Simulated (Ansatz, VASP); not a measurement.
## CoSi in VASP and in Ansatz

```
CELL_PARAMETERS angstrom
2.66439 0.00000 0.00000
0.00000 2.66439 0.00000
0.00000 0.00000 2.66439
ATOMIC_POSITIONS crystal
Co 0.00000 0.00000 0.00000
Si 0.50000 0.50000 0.50000
```

Change from the starting cell: volume scaled by 0.88, PAW files.

Alike in both runs: task single point; functional PBE; k mesh 14 × 14 × 14; occupations fermi-dirac, width 0.1 eV; no spin polarisation.

|  | VASP | Ansatz |
| --- | --- | --- |
| version | VASP 6.6.1 | Ansatz 0.2.0 |
| potentials or method | VASP PAW PBE potentials, release 64 (Co, Si) | PAW with Ansatz's default frozen-core files, scalar-relativistic |
| plane-wave cutoff (eV) | 600 | 420 |
| valence electrons in the cell | 13 | 21 |

VASP gave:

| Quantity | Value |
| --- | --- |
| pressure (GPa) | 36.3 |

Task: What did Ansatz give for the same quantities?

Result: Pressure (GPa): 36.4.

Both programs put the cell under a high pressure, so it lies far from rest at this level. VASP's potentials hold 13 valence electrons a cell and Ansatz's 21, so a difference there can come from the potentials and not from the codes.
